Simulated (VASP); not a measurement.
## Be2Ga2C3: relaxation of cell and atoms with PBE

Crystal: Be2Ga2C3.

```xyz
7
Lattice="2.8738 0.0000 0.0000 -1.4369 2.4888 0.0000 0.0000 0.0000 11.2800" Properties=species:S:1:pos:R:3 pbc="T T T"
Be    0.0000    1.6592    5.6400
Be    1.4369    0.8296    5.6400
Ga    0.0000    0.0000    2.8498
Ga    0.0000    0.0000    8.4302
C     0.0000    0.0000    5.6400
C     0.0000    1.6592    0.0000
C     1.4369    0.8296    0.0000
```

```
Program                : VASP 6.6.1
Task                   : relaxation of cell and atoms
Functional             : PBE
Potentials or basis    : VASP PAW PBE potentials, release 64 (Be, Ga_d, C)
Cutoff                 : 600 eV
k mesh                 : 9 × 9 × 2
Occupations            : gaussian, width 0.1 eV
Spin                   : no spin polarisation
Dipole correction      : no
Further INCAR settings : ALGO = Normal; EDIFF = 1e-06; IBRION = 2; EDIFFG = -0.04; NSW = 90; ISIF = 3
```

| Quantity | Value |
| --- | --- |
| Relaxed volume | 12.33 Å³/atom |
| Relaxed cell | a = 2.860 Å, b = 2.860 Å, c = 12.189 Å, α = 90.00°, β = 90.00°, γ = 120.00° |
| Space group after relaxing (to 0.05 Å) | P6/mmm (No. 191) |
| Energy gained by relaxing | 3.9 meV/atom |
| Ionic steps | 24 |
| Pressure after relaxing | 0.0 GPa |
| Largest force after relaxing | 0.033 eV/Å |

Forces on the atoms (eV/Å):
```
Be   0.000  0.000  0.000
Be   0.000  0.000  0.000
Ga   0.000  0.000  0.033
Ga   0.000  0.000 -0.033
C    0.000  0.000  0.000
C    0.000  0.000  0.000
C    0.000  0.000  0.000
```

Stress tensor (GPa, compression positive):
```
 0.26  0.00  0.00
 0.00  0.26  0.00
 0.00  0.00 -0.49
```

Step by step:
| step | energy change (eV) | largest force (eV/Å) | pressure (GPa) | volume (Å³) |
| --- | --- | --- | --- | --- |
| 1 | 0.0000 | 0.0134 | -0.09 | 80.68 |
| 2 | -0.0028 | 0.0214 | 0.65 | 80.60 |
| 3 | -0.0029 | 0.0231 | 0.79 | 80.59 |
| 4 | -0.0053 | 0.0335 | 0.45 | 81.13 |
| 5 | -0.0070 | 0.0694 | -0.63 | 82.75 |
| 6 | -0.0073 | 0.0605 | -0.16 | 82.27 |
| 7 | -0.0072 | 0.0639 | -0.47 | 82.47 |
| 8 | -0.0073 | 0.0629 | -0.33 | 82.38 |
| 9 | -0.0084 | 0.0735 | 0.01 | 82.63 |
| 10 | -0.0085 | 0.0767 | 0.09 | 82.72 |
| 11 | -0.0096 | 0.0751 | -0.03 | 82.97 |
| 12 | -0.0134 | 0.0822 | -0.24 | 83.75 |
| 13 | -0.0219 | 0.0721 | -0.66 | 85.30 |
| 14 | -0.0215 | 0.0420 | -1.16 | 88.42 |
| 15 | -0.0247 | 0.0509 | -0.93 | 86.89 |
| 16 | -0.0251 | 0.0489 | -0.88 | 86.95 |
| 17 | -0.0255 | 0.0463 | -0.76 | 87.03 |
| 18 | -0.0258 | 0.0408 | -0.54 | 87.19 |
| 19 | -0.0258 | 0.0431 | -0.56 | 87.14 |
| 20 | -0.0258 | 0.0419 | -0.60 | 87.16 |
| 21 | -0.0261 | 0.0413 | -0.44 | 87.05 |
| 22 | -0.0269 | 0.0383 | -0.19 | 86.75 |
| 23 | -0.0275 | 0.0322 | 0.29 | 86.15 |
| 24 | -0.0274 | 0.0334 | 0.01 | 86.33 |

Final structure:
```
CELL_PARAMETERS angstrom
2.85970 0.00000 0.00000
-1.42985 2.47657 0.00000
0.00000 0.00000 12.18947
ATOMIC_POSITIONS crystal
Be 0.33333 0.66667 0.50000
Be 0.66667 0.33333 0.50000
Ga 0.00000 0.00000 0.26632
Ga 0.00000 0.00000 0.73368
C 0.00000 0.00000 0.50000
C 0.33333 0.66667 0.00000
C 0.66667 0.33333 0.00000
```

Levels at points of the mesh, in eV from the Fermi level:
| k point | band 19 | band 20 | band 21 | band 22 | band 23 | band 24 |
| --- | --- | --- | --- | --- | --- | --- |
| (0.00, 0.00, 0.00) | -3.10 | -3.10 | -1.34 | 1.09 | 1.93 | 1.93 |
| (0.00, 0.00, 0.50) | -3.10 | -3.10 | -0.61 | 0.27 | 1.93 | 1.93 |

It took 8.4 min on 1 thread of Intel(R) Xeon(R) Platinum 8488C (Sapphire Rapids) (shared host), peak memory 0.26 GiB.

Caveat: the bands computed are all filled at some k points, so no gap is given.
